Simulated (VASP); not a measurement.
Here is a VASP 6.6.1 calculation.

File INCAR:

```
SYSTEM = KCl
PREC     = Accurate       ! precision mode
ENCUT    = 520            ! plane-wave cutoff, eV
EDIFF    = 1E-6           ! SCF threshold, eV
ISMEAR   = 0              ! smearing method
SIGMA    = 0.05           ! smearing width, eV
LREAL    = .False.        ! projectors in reciprocal space
LASPH    = .True.         ! aspherical terms in the spheres
NELM     = 80             ! most SCF steps
ALGO     = Normal         ! electronic algorithm
ISIF     = 2              ! what is computed and relaxed
LWAVE    = .False.        ! write WAVECAR
LCHARG   = .False.        ! write CHGCAR
GGA      = PS             ! functional
NBANDS   = 15             ! bands
```

File KPOINTS:

```
Automatic mesh
0
Gamma
  6 6 6
  0 0 0
```

The input POSCAR:

```
KCl
1.0
    0.0000000000      3.0298560000      3.1561000000
    3.0298560000      0.0000000000      3.1561000000
    3.0298560000      3.0298560000      0.0000000000
K Cl
1 1
Direct
    0.0000000000      0.0000000000      0.0000000000
    0.5000000000      0.5000000000      0.5000000000
```

Potentials or basis: VASP PAW PBE potentials, release 64 (K_sv, Cl).

Launch:

```sh
$ cat potpaw_PBE.64/K_sv/POTCAR potpaw_PBE.64/Cl/POTCAR > POTCAR
$ mpirun -np 1 vasp_std > vasp.out
```

Problem. Predict the pressure.

Solution. 1.2 GPa.

Problem. What does it give for the band gap on the k mesh?

Solution. 5.24 eV, direct.

Stress tensor (GPa, compression positive):
```
 1.82  0.00  0.00
 0.00  1.82  0.00
 0.00  0.00 -0.05
```

Caveat: the cell differs from its parent crystal (strain -0.040 along x and y, +0.000 along z); the PAW data sets were made with another functional, which shifts forces and pressure a little.
